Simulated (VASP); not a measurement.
Set up this calculation in VASP 6.6.1, as the native input.

```yaml
Task: single point
Functional: PBE
Potentials_or_basis: VASP PAW PBE potentials, release 64 (Ni)
Cutoff: 520 eV
k_mesh: 24 × 24 × 24
Occupations: gaussian, width 0.15 eV
Spin: collinear spin, ferromagnetic start
Starting_moments: "[0.75] μB"
Dipole_correction: no
Further_INCAR_settings: ALGO = Normal; EDIFF = 1e-06; NBANDS = 15
```

The structure of Ni lies in POSCAR:

```
Ni
1.0
    0.0000000000      1.7591360705      1.7591360705
    1.7591360705      0.0000000000      1.7591360705
    1.7591360705      1.7591360705      0.0000000000
Ni
1
Direct
    0.0000000000      0.0000000000      0.0000000000
```

These files were run (other wordings do the same):

INCAR

```
PREC     = Accurate       # precision mode
ENCUT    = 520            # plane-wave cutoff, eV
EDIFF    = 1E-6           # SCF threshold, eV
ISMEAR   = 0              # smearing method
SIGMA    = 0.15           # smearing width, eV
LREAL    = F              # projectors in reciprocal space
LASPH    = T              # aspherical terms in the spheres
NELM     = 150            # most SCF steps
ALGO     = Normal         # electronic algorithm
ISIF     = 2              # what is computed and relaxed
LWAVE    = F              # write WAVECAR
LCHARG   = F              # write CHGCAR
ISPIN    = 2              # spin polarisation
MAGMOM   = 0.75           # initial moments
LORBIT   = 11             # projections on sites
LMAXMIX  = 4              # l up to which the mixer works
GGA      = PE             # functional
NBANDS   = 15             # bands
```

KPOINTS

```
regular mesh
0
Gamma
  24 24 24
```

Potentials or basis: VASP PAW PBE potentials, release 64 (Ni).

The run is started by

```console
$ cat potpaw_PBE.64/Ni/POTCAR > POTCAR
$ mpirun -np 1 vasp_std > vasp.out
```

It gave:

```yaml
Pressure: 0.1 GPa
Net_moment: 0.63 μB per cell
Site_moments: Ni +0.64 μB
Valence_electrons_inside_the_program's_atomic_spheres: Ni 9.31
```

Run time: 3.5 min on 1 thread of Intel Xeon 8259CL, with other jobs on the host, peak memory 0.22 GiB.
